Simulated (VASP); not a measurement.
# TaN (Fm-3m) in VASP: further runs

TaN is run at these levels: PBE; tasks: single point.

Program: VASP 6.6.1. These are calculated values, not measurements. Logs are shortened: lines on timing, memory, paths and dates and some standing lists are left out, and cuts for length are marked.

### 1 The cell of the first run

Symmetry: Fm-3m, No. 225, cubic system. The conventional cell has a = 4.009 Å, b = 4.009 Å, c = 4.009 Å, α = 90.00°, β = 90.00°, γ = 90.00°. Within 2.7 Å of Ta (site symmetry m-3m) lie 6 N at 2.00 Å. N (site symmetry m-3m) has 6 Ta at 2.00 Å within 2.7 Å.

### 2 Single point, PBE (strain -0.080 along x and y, -0.080 along z)

INCAR reads:

```
SYSTEM = TaN
  PREC = Accurate
  ENCUT = 600
  EDIFF = 1E-6
  ISMEAR = 0
  SIGMA = 0.15
  LREAL = .FALSE.
  LASPH = .TRUE.
  NELM = 120
  ALGO = Normal
  ISIF = 2
  LWAVE = .FALSE.
  LCHARG = .FALSE.
  GGA = PE
  NBANDS = 15
  GGA_COMPAT = .FALSE.
```

KPOINTS reads:

```
Automatic mesh
0
G
  18 18 18
  0 0 0
```

POSCAR reads:

```
TaN
1.0
    0.0000000000      2.0046800000      2.0046800000
    2.0046800000      0.0000000000      2.0046800000
    2.0046800000      2.0046800000      0.0000000000
Ta N
1 1
Direct
    0.5000000000      0.5000000000      0.5000000000
    0.0000000000      0.0000000000      0.0000000000
```

Potentials or basis: VASP PAW PBE potentials, release 64 (Ta_pv, N).

On the command line:

```sh
cat potpaw_PBE.64/Ta_pv/POTCAR potpaw_PBE.64/N/POTCAR > POTCAR
mpirun -np 1 vasp_std > vasp.out
```

OUTCAR:

```text
SYSTEM = TaN
   PREC = Accurate
   ENCUT = 600
   EDIFF = 1E-6
   ISMEAR = 0
   LREAL = .FALSE.
   LASPH = .TRUE.
   NELM = 120
   ISIF = 2
   GGA = PE

 ion  position               nearest neighbor table
   1  0.500  0.500  0.500-   2 2.00   2 2.00   2 2.00   2 2.00   2 2.00   2 2.00
   2  0.000  0.000  0.000-   1 2.00   1 2.00   1 2.00   1 2.00   1 2.00   1 2.00

  LATTYP: Found a face centered cubic cell.
 ALAT       =     4.0093600000

  Lattice vectors:

 A1 = (   0.0000000000,   2.0046800000,   2.0046800000)
 A2 = (   2.0046800000,   0.0000000000,   2.0046800000)
 A3 = (   2.0046800000,   2.0046800000,   0.0000000000)

Analysis of symmetry for initial positions (statically):
=====================================================================
 Subroutine PRICEL returns:
 Original cell was already a primitive cell.

 Routine SETGRP: Setting up the symmetry group for a
 face centered cubic supercell.

 Subroutine GETGRP returns: Found 48 space group operations
 (whereof 48 operations were pure point group operations)
 out of a pool of 48 trial point group operations.

The static configuration has the point symmetry O_h .

Analysis of symmetry for dynamics (positions and initial velocities):
=====================================================================
 Subroutine PRICEL returns:
 Original cell was already a primitive cell.

 Routine SETGRP: Setting up the symmetry group for a
 face centered cubic supercell.

 Subroutine GETGRP returns: Found 48 space group operations
 (whereof 48 operations were pure point group operations)
 out of a pool of 48 trial point group operations.

The dynamic configuration has the point symmetry O_h .

 Subroutine INISYM returns: Found 48 space group operations
 (whereof 48 operations are pure point group operations),
 and found     1 'primitive' translations

----------------------------------------------------------------------------------------

                                     Primitive cell

  volume of cell :      16.1126

  direct lattice vectors                    reciprocal lattice vectors
     0.000000000  2.004680000  2.004680000    -0.249416366  0.249416366  0.249416366
     2.004680000  0.000000000  2.004680000     0.249416366 -0.249416366  0.249416366
     2.004680000  2.004680000  0.000000000     0.249416366  0.249416366 -0.249416366

  length of vectors
     2.835045644  2.835045644  2.835045644     0.432001818  0.432001818  0.432001818

  position of ions in fractional coordinates (direct lattice)
     0.500000000  0.500000000  0.500000000
     0.000000000  0.000000000  0.000000000

  ion indices of the primitive-cell ions
   primitive index   ion index
                 1           1
                 2           2

----------------------------------------------------------------------------------------

 KPOINTS: Automatic mesh

Automatic generation of k-mesh.
 Grid dimensions read from file:
 generate k-points for:   18   18   18

 Generating k-lattice:

  Cartesian coordinates                     Fractional coordinates (reciprocal lattice)
    -0.013856465  0.013856465  0.013856465     0.055555556  0.000000000  0.000000000
     0.013856465 -0.013856465  0.013856465     0.000000000  0.055555556  0.000000000
     0.013856465  0.013856465 -0.013856465     0.000000000  0.000000000  0.055555556

  Length of vectors
     0.024000101  0.024000101  0.024000101

  Shift w.r.t. Gamma in fractional coordinates (k-lattice)
     0.000000000  0.000000000  0.000000000

 Subroutine IBZKPT returns following result:
 ===========================================

 Found    195 irreducible k-points:

 Following reciprocal coordinates:
            Coordinates               Weight
  0.000000  0.000000  0.000000      1.000000
  0.055556  0.000000  0.000000      8.000000
  0.111111  0.000000  0.000000      8.000000
  0.166667  0.000000  0.000000      8.000000
  0.222222  0.000000  0.000000      8.000000
  0.277778  0.000000  0.000000      8.000000
[... 16 lines left out ...]
 -0.277778  0.055556  0.000000     24.000000
 -0.222222  0.055556  0.000000     24.000000
 [... further k-points ...]
   k-points           NKPTS =    195   k-points in BZ     NKDIM =    195   number of bands    NBANDS=     15
   number of dos      NEDOS =    301   number of ions     NIONS =      2
   total plane-waves  NPLWV =  13824
   dimension x,y,z NGX =    24 NGY =   24 NGZ =   24
   dimension x,y,z NGXF=    48 NGYF=   48 NGZF=   48
   ions per type =               1   1
   NGX,Y,Z   is equivalent  to a cutoff of  14.07, 14.07, 14.07 a.u.
   NGXF,Y,Z  is equivalent  to a cutoff of  28.15, 28.15, 28.15 a.u.
 SYSTEM =  TaN
   PREC   = accura    normal or accurate (medium, high low for compatibility)
   ISTART =      0    job   : 0-new  1-cont  2-samecut
   ICHARG =      2    charge: 1-file 2-atom 10-const
   ISPIN  =      1    spin polarized calculation?
   LNONCOLLINEAR =      F non collinear calculations
   LSORBIT =      F    spin-orbit coupling
   LASPH  =      T    aspherical Exc in radial PAW
   ENCUT  =  600.0 eV  44.10 Ry    6.64 a.u.   5.66  5.66  5.66*2*pi/ulx,y,z
   NELM   =    120;   NELMIN=  2; NELMDL= -5     # of ELM steps
   EDIFF  = 0.1E-05   stopping-criterion for ELM
   LREAL  =      F    real-space projection
   EDIFFG = 0.1E-04   stopping-criterion for IOM
   NSW    =      0    number of steps for IOM
   IBRION =     -1    ionic relax: 0-MD 1-quasi-New 2-CG
   NFREE  =      0    steps in history (QN), initial steepest desc. (CG)
   ISIF   =      2    stress and relaxation
   ISYM   =      2    0-nonsym 1-usesym 2-fastsym
   POTIM  = 0.5000    time-step for ionic-motion
   TEBEG  =    0.0;   TEEND  =   0.0 temperature during run
   PSTRESS=    0.0 pullay stress
   NELECT =      16.0000    total number of electrons
   NUPDOWN=      -1.0000    fix difference up-down
   EMIN   =  10.00;   EMAX   =-10.00  energy-range for DOS
   EFERMI =   0.00;   METHOD = LEGACY
   ISMEAR =     0;   SIGMA  =   0.15  broadening in eV -4-tet -1-fermi 0-gaus
   EFERMI_NEDOS =   21; number of points for ismear=-14 and -15
   IALGO  =     38    algorithm
   IMIX   =      4    mixing-type and parameters
     AMIX     =   0.40;   BMIX     =  1.00
     AMIX_MAG =   1.60;   BMIX_MAG =  1.00
  volume/ion in A,a.u.               =       8.06        54.37
  Fermi-wavevector in a.u.,A,eV,Ry     =   1.633277  3.086445 36.294804  2.667593
  Thomas-Fermi vector in A             =   2.725108
   LORBIT       =      0    0 simple, 1 ext, 2 COOP (PROOUT), +10 PAW based schemes
   GGA     = PE    functional components
   LHFCALC =     F    Hartree Fock is set to
   AEXX    =    0.0000 exact exchange contribution
   IVDW    =     0    specifies the selected vdW correction
   LEPSILON=     F    determine dielectric tensor
   LRPA    =     F    only Hartree local field effects (RPA)
 non-spin polarized calculation
 Gauss-broadening in eV      SIGMA  =   0.15
  energy-cutoff  :      600.00
  volume of cell :       16.11
 maximum number of plane-waves:       553
   NGX = 11   NGY = 11   NGZ = 11

 number of electron      16.0000000 magnetization

 Free energy of the ion-electron system (eV)
  ---------------------------------------------------
  ext. energy  EPLUGINS =         0.00000000
  ---------------------------------------------------
  free energy    TOTEN  =       -19.39967469 eV

  energy without entropy =      -19.39256886  energy(sigma->0) =      -19.39612178

 E-fermi :  12.9601     XC(G=0): -15.0405

 val. band max:       12.9321775432   @ k =  -0.2778   0.3333   0.1111
 cond. band min:      12.9609206060   @ k =   0.3889   0.0556   0.0000
 fundamental gap:      0.0287430628
 Fermi energy:        12.9601332094

 k-point     1 :       0.0000    0.0000    0.0000
  band No.  band energies     occupation
      1     -22.2556      2.00000
      2     -22.2556      2.00000
      3     -22.2556      2.00000
      4      -8.2006      2.00000
      5       8.3500      2.00000
      6       8.3500      2.00000
      7       8.3500      2.00000
      8       9.9198      2.00000
      9       9.9198      2.00000
     10       9.9198      2.00000
     11      13.0752      0.27782
     12      13.0752      0.27782
     13      17.3012      0.00000
     14      22.4310      0.00000
     15      25.9956      0.00000

 k-point     2 :       0.0556    0.0000    0.0000
  band No.  band energies     occupation
      1     -22.3392      2.00000
      2     -22.2613      2.00000
      3     -22.2613      2.00000
      4      -8.0637      2.00000
      5       7.8070      2.00000
      6       7.9278      2.00000
      7       7.9278      2.00000
      8      10.1102      2.00000
      9      10.1102      2.00000
     10      10.2401      2.00000
     11      13.5440      0.00000
     12      13.5440      0.00000
     13      17.5145      0.00000
     14      22.7648      0.00000
     15      25.9956      0.00000

 k-point     3 :       0.1111    0.0000    0.0000
  band No.  band energies     occupation
      1     -22.5729      2.00000
      2     -22.2779      2.00000
      3     -22.2779      2.00000
      4      -7.6725      2.00000
      5       6.7409      2.00000
      6       7.0608      2.00000
      7       7.0608      2.00000
      8      10.5337      2.00000
      9      10.5337      2.00000
     10      10.7219      2.00000
     11      14.6896      0.00000
     12      14.6896      0.00000
     13      18.0928      0.00000
     14      23.7161      0.00000
     15      25.9953      0.00000
[... 343 lines left out ...]
 k-point    23 :      -0.2778    0.0556    0.0000
  band No.  band energies     occupation
      1     -23.8087      2.00000
      2     -22.4623      2.00000
      3     -22.3465      2.00000
      4      -5.2327      2.00000
      5       2.6751      2.00000
      6       4.0781      2.00000
      7       4.6679      2.00000
      8      12.2949      2.00000
      9      12.6989      1.98623
     10      14.1539      0.00000
     11      18.8221      0.00000
     12      20.6402      0.00000
     13      20.8281      0.00000
     14      25.9866      0.00000
     15      28.5745      0.00000

 k-point    24 :      -0.2222    0.0556    0.0000
  band No.  band energies     occupation
      1     -23.4404      2.00000
      2     -22.4285      2.00000
      3     -22.3121      2.00000
      4      -6.0212      2.00000
      5       3.7388      2.00000
      6       4.7073      2.00000
      7       5.3817      2.00000
      8      11.6666      2.00000
      9      11.7756      2.00000
     10      13.1756      0.04221
     11      17.2909      0.00000
     12      19.2377      0.00000
     13      20.1795      0.00000
     14      25.9911      0.00000
     15      27.4804      0.00000

 [... further k-points ...]
[... 5 lines left out ...]
  --------------------------------------------------------------------------------------
  -------------------------------------------------------------------------------------
  Total       18.5698682     18.5698682     18.5698682     -0.0000000     -0.0000000      0.0000000
  in kB     1846.5209345   1846.5209345   1846.5209345     -0.0000000     -0.0000000      0.0000000
  external PRESSURE =    1846.5209345 kB  Pullay stress =       0.0000000 kB

 VOLUME and BASIS-vectors are now :
 -----------------------------------------------------------------------------
  energy-cutoff  :      600.00
  volume of cell :       16.11
      direct lattice vectors                 reciprocal lattice vectors
     0.000000000  2.004680000  2.004680000    -0.249416366  0.249416366  0.249416366
     2.004680000  0.000000000  2.004680000     0.249416366 -0.249416366  0.249416366
     2.004680000  2.004680000  0.000000000     0.249416366  0.249416366 -0.249416366

 POSITION                                       TOTAL-FORCE (eV/Angst)
 -----------------------------------------------------------------------------------
      2.00468      2.00468      2.00468        -0.000000     -0.000000      0.000000
      0.00000      0.00000      0.00000         0.000000      0.000000     -0.000000
 -----------------------------------------------------------------------------------
    total drift:                                0.000000     -0.000000     -0.000000

  FREE ENERGIE OF THE ION-ELECTRON SYSTEM (eV)
  ---------------------------------------------------
  free  energy   TOTEN  =       -19.3996746892 eV

  energy  without entropy=      -19.3925688624  energy(sigma->0) =      -19.39612178
```

It took 19 s on 1 thread of Intel Xeon Platinum 8559C (Emerald Rapids), shared host; peak memory 0.19 GiB.

Results:

| Property | Result |
| --- | --- |
| Free energy | -19.3997 eV |
| Pressure | 184.7 GPa |
| Band gap on the k mesh | zero (bands 8 and 9 overlap by 5.94 eV) |

Caveat: the cell differs from its parent crystal (strain -0.080 along x and y, -0.080 along z); the cell stands under pressure; spin-orbit coupling is left out, which moves the levels of the heavy elements.

### 3 Single point, PBE (strain -0.040 along x and y, -0.040 along z)

INCAR reads:

```
PREC     = Accurate       # precision mode
ENCUT    = 600            # plane-wave cutoff, eV
EDIFF    = 1E-6           # SCF threshold, eV
ISMEAR   = 0              # smearing method
SIGMA    = 0.15           # smearing width, eV
LREAL    = False          # projectors in reciprocal space
LASPH    = True           # aspherical terms in the spheres
NELM     = 120            # most SCF steps
ALGO     = Normal         # electronic algorithm
ISIF     = 2              # what is computed and relaxed
LWAVE    = False          # write WAVECAR
LCHARG   = True           # write CHGCAR
GGA      = PE             # functional
LELF     = True           # ELF
LVHAR    = True         
NBANDS   = 15             # bands
GGA_COMPAT= False
```

KPOINTS reads:

```
regular mesh
0
Gamma
  18 18 18
```

POSCAR reads:

```
TaN
1.0
    0.0000000000      2.0918400000      2.0918400000
    2.0918400000      0.0000000000      2.0918400000
    2.0918400000      2.0918400000      0.0000000000
Ta N
1 1
Direct
    0.5000000000      0.5000000000      0.5000000000
    0.0000000000      0.0000000000      0.0000000000
```

Potentials or basis: VASP PAW PBE potentials, release 64 (Ta_pv, N).

On the command line:

```sh
cat potpaw_PBE.64/Ta_pv/POTCAR potpaw_PBE.64/N/POTCAR > POTCAR
mpirun -np 1 vasp_std > vasp.out
```

Wall time 21 s (1 thread of Intel Xeon Platinum 8559C (Emerald Rapids), shared host); peak memory 0.19 GiB.

Results (log left out):

| Item | Value |
| --- | --- |
| Free energy | -21.1355 eV |
| Pressure | 78.7 GPa |
| Band gap on the k mesh | zero (bands 8 and 9 overlap by 4.97 eV) |

Levels at points of the mesh, in eV from the Fermi level:
```tsv
k point	band 4	band 5	band 6	band 7	band 8	band 9	band 10	band 11	band 12	band 13
(0.00, 0.00, 0.00)	-20.13	-4.27	-4.27	-4.27	-2.58	-2.58	-2.58	0.08	0.08	2.92
(0.50, 0.00, 0.00)	-16.08	-11.67	-8.75	-8.75	2.39	2.39	2.50	4.34	9.25	9.25
(0.50, 0.50, 0.00)	-18.90	-6.85	-6.60	-4.96	-4.96	2.63	4.46	4.46	6.29	8.70
```

Caveat: the cell differs from its parent crystal (strain -0.040 along x and y, -0.040 along z); the cell stands under pressure; spin-orbit coupling is left out, which moves the levels of the heavy elements.
